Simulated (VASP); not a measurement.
Wanted: the native input for a VASP 6.6.1 run.

- Task: relaxation of cell and atoms
- Functional: PBE
- Potentials or basis: VASP PAW PBE potentials, release 64 (Cs_sv, H)
- Cutoff: 600 eV
- k mesh: 9 × 9 × 6
- Occupations: gaussian, width 0.1 eV
- Spin: no spin polarisation
- Dipole correction: no
- Further INCAR settings: ALGO = Normal; EDIFF = 1e-07; IBRION = 2; EDIFFG = -0.01; NSW = 100; ISIF = 3

The structure of CsH5 lies in POSCAR:

```
CsH5
1.0
    5.4581141738      0.0000000000      0.0000000000
   -2.7290570869      4.7268655312      0.0000000000
    0.0000000000      0.0000000000      7.7870766425
Cs H
1 5
Direct
    0.0000000000      0.0000000000      0.0000000000
    0.5000000000      0.0000000000      0.0000000000
    0.0000000000      0.5000000000      0.0000000000
    0.5000000000      0.5000000000      0.0000000000
    0.0000000000      0.0000000000      0.4519538482
    0.0000000000      0.0000000000      0.5480461518
```

The input as run:

INCAR

```
ALGO = Normal
EDIFF = 1E-7
EDIFFG = -0.01
ENCUT = 600
GGA = PE
IBRION = 2
ISIF = 3
ISMEAR = 0
LASPH = True
LCHARG = False
LREAL = False
LWAVE = False
NELM = 100
NSW = 100
PREC = Accurate
SIGMA = 0.1
```

KPOINTS

```
k-points
0
Gamma
  9 9 6
```

Potentials or basis: VASP PAW PBE potentials, release 64 (Cs_sv, H).

The run is started by

```console
$ cat potpaw_PBE.64/Cs_sv/POTCAR potpaw_PBE.64/H/POTCAR > POTCAR
$ mpirun -np 1 vasp_std > vasp.out
```

Results of the run:

```yaml
Relaxed_volume: 36.43 Å³/atom
Relaxed_cell: a = 5.447 Å, b = 5.447 Å, c = 8.507 Å, α = 90.00°, β = 90.00°, γ = 120.00°
Space_group_after_relaxing_to_0.05_Å: P6/mmm (No. 191)
Energy_gained_by_relaxing: 0.7 meV/atom
Ionic_steps: 31
Pressure_after_relaxing: 0.0 GPa
Band_gap_on_the_k_mesh: zero (filled and empty bands touch)
```

Caveat: spin-orbit coupling is left out, which moves the levels of the heavy elements.

It took 28 min on 1 thread of AMD EPYC 9R45 96-Core Processor (Zen 5), with other jobs on the host, peak memory 0.48 GiB.
